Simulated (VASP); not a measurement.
# Co (P6_3/mmc) in VASP: notebook

Runs on Co. Level: PBEsol. Tasks: single point.

All numbers are computed with VASP 6.6.1; they aren't measurements. Logs are shortened: lines on timing, memory, paths and dates and some standing lists are left out, and cuts for length are marked.

## (1) The cell of the first run

The structure is hexagonal, space group P6_3/mmc (No. 194). Conventional cell: a = 2.454 Å, b = 2.454 Å, c = 3.968 Å, α = 90.00°, β = 90.00°, γ = 120.00°. Within 3.2 Å of Co (site symmetry -6m2) lie 12 Co at 2.44 to 2.45 Å.

## (2) Single point, PBEsol, collinear spin, ferromagnetic start

Contents of INCAR:

```
ALGO = Normal
EDIFF = 1E-6
ENCUT = 520
GGA = PS
ISIF = 2
ISMEAR = -1
ISPIN = 2
LASPH = T
LCHARG = F
LMAXMIX = 4
LORBIT = 11
LREAL = F
LWAVE = F
MAGMOM = 1.601 1.601
NBANDS = 20
NELM = 150
PREC = Accurate
SIGMA = 0.05
```

Contents of KPOINTS:

```
k-points
0
Gamma
  24 24 13
```

Contents of POSCAR:

```
Co
1.0
    2.4538478462      0.0000000000      0.0000000000
   -1.2269239231      2.1250945719      0.0000000000
    0.0000000000      0.0000000000      3.9676416163
Co
2
Direct
    0.3333333333      0.6666666667      0.2500000000
    0.6666666667      0.3333333333      0.7500000000
```

Potentials or basis: VASP PAW PBE potentials, release 64 (Co).

Run with:

```sh
$ cat potpaw_PBE.64/Co/POTCAR > POTCAR
$ mpirun -np 1 vasp_std > vasp.out
```

OUTCAR:

```text
EDIFF = 1E-6
   ENCUT = 520
   GGA = PS
   ISIF = 2
   ISMEAR = -1
   ISPIN = 2
   LASPH = T
   LORBIT = 11
   LREAL = F
   NELM = 150
   PREC = Accurate

 ion  position               nearest neighbor table
   1  0.333  0.667  0.250-   2 2.44   2 2.44   2 2.44   2 2.44   2 2.44   2 2.44
   2  0.667  0.333  0.750-   1 2.44   1 2.44   1 2.44   1 2.44   1 2.44   1 2.44

  LATTYP: Found a hexagonal cell.
 ALAT       =     2.4538478462
 C/A-ratio  =     1.6169061266

  Lattice vectors:

 A1 = (   2.4538478462,   0.0000000000,   0.0000000000)
 A2 = (  -1.2269239231,   2.1250945719,   0.0000000000)
 A3 = (   0.0000000000,   0.0000000000,   3.9676416163)

Analysis of symmetry for initial positions (statically):
=====================================================================
 Subroutine PRICEL returns:
 Original cell was already a primitive cell.

 Routine SETGRP: Setting up the symmetry group for a
 hexagonal supercell.

 Subroutine GETGRP returns: Found 24 space group operations
 (whereof 12 operations were pure point group operations)
 out of a pool of 24 trial point group operations.

The static configuration has the point symmetry D_3d.
 The point group associated with its full space group is D_6h.

Analysis of symmetry for dynamics (positions and initial velocities):
=====================================================================
 Subroutine PRICEL returns:
 Original cell was already a primitive cell.

 Routine SETGRP: Setting up the symmetry group for a
 hexagonal supercell.

 Subroutine GETGRP returns: Found 24 space group operations
 (whereof 12 operations were pure point group operations)
 out of a pool of 24 trial point group operations.

The dynamic configuration has the point symmetry D_3d.
 The point group associated with its full space group is D_6h.

Analysis of structural, dynamic, and magnetic symmetry:
=====================================================================
 Subroutine PRICEL returns:
 Original cell was already a primitive cell.

 Routine SETGRP: Setting up the symmetry group for a
 hexagonal supercell.

 Subroutine GETGRP returns: Found 24 space group operations
 (whereof 12 operations were pure point group operations)
 out of a pool of 24 trial point group operations.

The overall configuration has the point symmetry D_3d.
 The point group associated with its full space group is D_6h.

 Subroutine INISYM returns: Found 24 space group operations
 (whereof 12 operations are pure point group operations),
 and found     1 'primitive' translations

----------------------------------------------------------------------------------------

                                     Primitive cell

  volume of cell :      20.6899

  direct lattice vectors                    reciprocal lattice vectors
     2.453847846  0.000000000  0.000000000     0.407523230  0.235283646  0.000000000
    -1.226923923  2.125094572  0.000000000     0.000000000  0.470567293  0.000000000
     0.000000000  0.000000000  3.967641616     0.000000000  0.000000000  0.252038893

  length of vectors
     2.453847846  2.453847846  3.967641616     0.470567293  0.470567293  0.252038893

  position of ions in fractional coordinates (direct lattice)
     0.333333333  0.666666667  0.250000000
     0.666666667  0.333333333  0.750000000

  ion indices of the primitive-cell ions
   primitive index   ion index
                 1           1
                 2           2

----------------------------------------------------------------------------------------

 KPOINTS: k-points

Automatic generation of k-mesh.
 Grid dimensions read from file:
 generate k-points for:   24   24   13

 Generating k-lattice:

  Cartesian coordinates                     Fractional coordinates (reciprocal lattice)
     0.016980135  0.009803485  0.000000000     0.041666667  0.000000000  0.000000000
     0.000000000  0.019606971  0.000000000     0.000000000  0.041666667  0.000000000
     0.000000000  0.000000000  0.019387607     0.000000000  0.000000000  0.076923077

  Length of vectors
     0.019606971  0.019606971  0.019387607

  Shift w.r.t. Gamma in fractional coordinates (k-lattice)
     0.000000000  0.000000000  0.000000000

 Subroutine IBZKPT returns following result:
 ===========================================

 Found    427 irreducible k-points:

 Following reciprocal coordinates:
            Coordinates               Weight
  0.000000  0.000000  0.000000      1.000000
  0.041667 -0.000000  0.000000      6.000000
  0.083333  0.000000  0.000000      6.000000
  0.125000 -0.000000  0.000000      6.000000
  0.166667 -0.000000  0.000000      6.000000
  0.208333 -0.000000  0.000000      6.000000
[... 16 lines left out ...]
  0.416667  0.041667  0.000000     12.000000
  0.458333  0.041667  0.000000     12.000000
 [... further k-points ...]
   k-points           NKPTS =    427   k-points in BZ     NKDIM =    427   number of bands    NBANDS=     20
   number of dos      NEDOS =    301   number of ions     NIONS =      2
   total plane-waves  NPLWV =   9720
   dimension x,y,z NGX =    18 NGY =   18 NGZ =   30
   dimension x,y,z NGXF=    36 NGYF=   36 NGZF=   60
   ions per type =               2
   NGX,Y,Z   is equivalent  to a cutoff of  12.19, 12.19, 12.57 a.u.
   NGXF,Y,Z  is equivalent  to a cutoff of  24.39, 24.39, 25.14 a.u.
 SYSTEM =  unknown system
   PREC   = accura    normal or accurate (medium, high low for compatibility)
   ISTART =      0    job   : 0-new  1-cont  2-samecut
   ICHARG =      2    charge: 1-file 2-atom 10-const
   ISPIN  =      2    spin polarized calculation?
   LNONCOLLINEAR =      F non collinear calculations
   LSORBIT =      F    spin-orbit coupling
   LASPH  =      T    aspherical Exc in radial PAW
   ENCUT  =  520.0 eV  38.22 Ry    6.18 a.u.   4.56  4.56  7.38*2*pi/ulx,y,z
   NELM   =    150;   NELMIN=  2; NELMDL= -5     # of ELM steps
   EDIFF  = 0.1E-05   stopping-criterion for ELM
   LREAL  =      F    real-space projection
   EDIFFG = 0.1E-04   stopping-criterion for IOM
   NSW    =      0    number of steps for IOM
   IBRION =     -1    ionic relax: 0-MD 1-quasi-New 2-CG
   NFREE  =      0    steps in history (QN), initial steepest desc. (CG)
   ISIF   =      2    stress and relaxation
   ISYM   =      2    0-nonsym 1-usesym 2-fastsym
   POTIM  = 0.5000    time-step for ionic-motion
   TEBEG  =    0.0;   TEEND  =   0.0 temperature during run
   PSTRESS=    0.0 pullay stress
   NELECT =      18.0000    total number of electrons
   NUPDOWN=      -1.0000    fix difference up-down
   EMIN   =  10.00;   EMAX   =-10.00  energy-range for DOS
   EFERMI =   0.00;   METHOD = LEGACY
   ISMEAR =    -1;   SIGMA  =   0.05  broadening in eV -4-tet -1-fermi 0-gaus
   EFERMI_NEDOS =   21; number of points for ismear=-14 and -15
   IALGO  =     38    algorithm
   IMIX   =      4    mixing-type and parameters
     AMIX     =   0.40;   BMIX     =  1.00
     AMIX_MAG =   1.60;   BMIX_MAG =  1.00
  volume/ion in A,a.u.               =      10.34        69.81
  Fermi-wavevector in a.u.,A,eV,Ry     =   1.562834  2.953328 33.231557  2.442451
  Thomas-Fermi vector in A             =   2.665694
   LORBIT       =     11    0 simple, 1 ext, 2 COOP (PROOUT), +10 PAW based schemes
   GGA     = PS    functional components
   LHFCALC =     F    Hartree Fock is set to
   AEXX    =    0.0000 exact exchange contribution
   IVDW    =     0    specifies the selected vdW correction
   LEPSILON=     F    determine dielectric tensor
   LRPA    =     F    only Hartree local field effects (RPA)
 spin polarized calculation
  energy-cutoff  :      520.00
  volume of cell :       20.69
 maximum number of plane-waves:       574
   NGX =  9   NGY =  9   NGZ = 15

 number of electron      17.9999972 magnetization       3.1268373

 Free energy of the ion-electron system (eV)
  ---------------------------------------------------
  ext. energy  EPLUGINS =         0.00000000
  ---------------------------------------------------
  free energy    TOTEN  =       -15.47991857 eV

  energy without entropy =      -15.46581972  energy(sigma->0) =      -15.47286915

 E-fermi :  10.7498     XC(G=0): -13.8629

 val. band max:       10.7483979491   @ k =   0.3750   0.2083   0.4615
 cond. band min:      10.7508995388   @ k =   0.2083   0.2083   0.0000
 fundamental gap:      0.0025015897
 Fermi energy:        10.7497865556

 spin component 1

 k-point     1 :       0.0000    0.0000    0.0000
  band No.  band energies     occupation
      1       1.5043      1.00000
      2       5.3881      1.00000
      3       8.1037      1.00000
      4       8.1283      1.00000
      5       8.1283      1.00000
      6       8.4691      1.00000
[... 12 lines left out ...]
     19      37.4282      0.00000
     20      37.4282      0.00000

 k-point     2 :       0.0417   -0.0000    0.0000
  band No.  band energies     occupation
      1       1.5677      1.00000
      2       5.4277      1.00000
      3       8.0016      1.00000
      4       8.1592      1.00000
      5       8.2213      1.00000
      6       8.4531      1.00000
[... 12 lines left out ...]
     19      38.3972      0.00000
     20      38.7501      0.00000

 k-point     3 :       0.0833    0.0000    0.0000
  band No.  band energies     occupation
      1       1.7566      1.00000
      2       5.5419      1.00000
      3       7.8709      1.00000
      4       8.2507      1.00000
      5       8.3194      1.00000
      6       8.4181      1.00000
[... 12 lines left out ...]
     19      38.6784      0.00000
     20      39.8538      0.00000

 k-point     4 :       0.1250   -0.0000    0.0000
  band No.  band energies     occupation
      1       2.0655      1.00000
      2       5.7161      1.00000
      3       7.7234      1.00000
      4       8.3083      1.00000
      5       8.3232      1.00000
      6       8.3986      1.00000
[... 429 lines left out ...]
 k-point    23 :       0.4167    0.0417    0.0000
  band No.  band energies     occupation
      1       5.6712      1.00000
      2       5.9315      1.00000
      3       6.1644      1.00000
      4       7.9422      1.00000
      5       7.9691      1.00000
      6       8.2282      1.00000
[... 12 lines left out ...]
     19      34.1886      0.00000
     20      36.2277      0.00000

 k-point    24 :       0.4583    0.0417    0.0000
  band No.  band energies     occupation
      1       5.7855      1.00000
      2       5.8671      1.00000
      3       6.1090      1.00000
      4       7.9488      1.00000
      5       8.0788      1.00000
      6       8.1992      1.00000
[... 12 lines left out ...]
     19      34.1246      0.00000
     20      36.0356      0.00000

 [... further k-points ...]

 spin component 2

 k-point     1 :       0.0000    0.0000    0.0000
  band No.  band energies     occupation
      1       1.5700      1.00000
      2       6.3190      1.00000
      3       9.6765      1.00000
      4       9.6989      1.00000
      5       9.6989      1.00000
      6      10.0926      1.00000
[... 12 lines left out ...]
     19      37.7743      0.00000
     20      37.7743      0.00000

 k-point     2 :       0.0417   -0.0000    0.0000
  band No.  band energies     occupation
      1       1.6337      1.00000
      2       6.3633      1.00000
      3       9.5548      1.00000
      4       9.7326      1.00000
      5       9.8071      1.00000
      6      10.0723      1.00000
[... 12 lines left out ...]
     19      38.7480      0.00000
     20      39.0487      0.00000

 k-point     3 :       0.0833    0.0000    0.0000
  band No.  band energies     occupation
      1       1.8234      1.00000
      2       6.4917      1.00000
      3       9.3987      1.00000
      4       9.8323      1.00000
      5       9.8803      1.00000
      6       9.9160      1.00000
[... 12 lines left out ...]
     19      38.6459      0.00000
     20      40.1946      0.00000

 k-point     4 :       0.1250   -0.0000    0.0000
  band No.  band energies     occupation
      1       2.1346      1.00000
      2       6.6904      1.00000
      3       9.2181      1.00000
      4       9.3982      1.00000
      5       9.8926      1.00000
      6       9.9941      1.00000
[... 429 lines left out ...]
 k-point    23 :       0.4167    0.0417    0.0000
  band No.  band energies     occupation
      1       6.4078      1.00000
      2       7.0991      1.00000
      3       7.3362      1.00000
      4       8.7071      1.00000
      5       9.5349      1.00000
      6       9.6728      1.00000
[... 12 lines left out ...]
     19      34.6626      0.00000
     20      36.5573      0.00000

 k-point    24 :       0.4583    0.0417    0.0000
  band No.  band energies     occupation
      1       6.6694      1.00000
      2       6.9921      1.00000
      3       7.2857      1.00000
      4       8.7743      1.00000
      5       9.5178      1.00000
      6       9.6320      1.00000
[... 12 lines left out ...]
     19      34.6023      0.00000
     20      36.3587      0.00000

 [... further k-points ...]

------------------------ aborting loop because EDIFF is reached ----------------------------------------

  FORCE on cell =-STRESS in cart. coord.  units (eV):
  Direction    XX          YY          ZZ          XY          YZ          ZX
  --------------------------------------------------------------------------------------
  -------------------------------------------------------------------------------------
  Total       -0.0254943     -0.0254943     -0.0812194      0.0000000     -0.0000000      0.0000000
  in kB       -1.9742197     -1.9742197     -6.2894427      0.0000000     -0.0000000      0.0000000
  external PRESSURE =      -3.4126274 kB  Pullay stress =       0.0000000 kB

 VOLUME and BASIS-vectors are now :
 -----------------------------------------------------------------------------
  energy-cutoff  :      520.00
  volume of cell :       20.69
      direct lattice vectors                 reciprocal lattice vectors
     2.453847846  0.000000000  0.000000000     0.407523230  0.235283646  0.000000000
    -1.226923923  2.125094572  0.000000000     0.000000000  0.470567293  0.000000000
     0.000000000  0.000000000  3.967641616     0.000000000  0.000000000  0.252038893

 POSITION                                       TOTAL-FORCE (eV/Angst)
 -----------------------------------------------------------------------------------
     -0.00000      1.41673      0.99191         0.000000     -0.000000      0.000000
      1.22692      0.70836      2.97573        -0.000000      0.000000      0.000000
 -----------------------------------------------------------------------------------
    total drift:                               -0.000000      0.000000     -0.000000

  FREE ENERGIE OF THE ION-ELECTRON SYSTEM (eV)
  ---------------------------------------------------
  free  energy   TOTEN  =       -15.4799185744 eV

  energy  without entropy=      -15.4658197244  energy(sigma->0) =      -15.47286915

 total charge

# of ion       s       p       d       tot
------------------------------------------
    1        0.509   0.567   7.292   8.369
    2        0.509   0.567   7.292   8.369
--------------------------------------------------
tot          1.018   1.135  14.584  16.737

 magnetization (x)

# of ion       s       p       d       tot
------------------------------------------
    1       -0.015  -0.052   1.637   1.570
    2       -0.015  -0.052   1.637   1.570
--------------------------------------------------
tot         -0.031  -0.104   3.275   3.140
```

Run time: 3.3 min. Hardware: 1 thread of Intel Xeon 6975P-C, shared host; peak memory 0.34 GiB.

What came out:

```
Free energy                                           : -15.4799 eV
Pressure                                              : -0.3 GPa
Net moment                                            : 3.13 μB per cell
Site moments                                          : Co +1.57 μB
Valence electrons inside the program's atomic spheres : Co 8.37
```

Caveat: the PAW data sets were made with another functional, which shifts forces and pressure a little.

(Continued in part 2 of 2.)
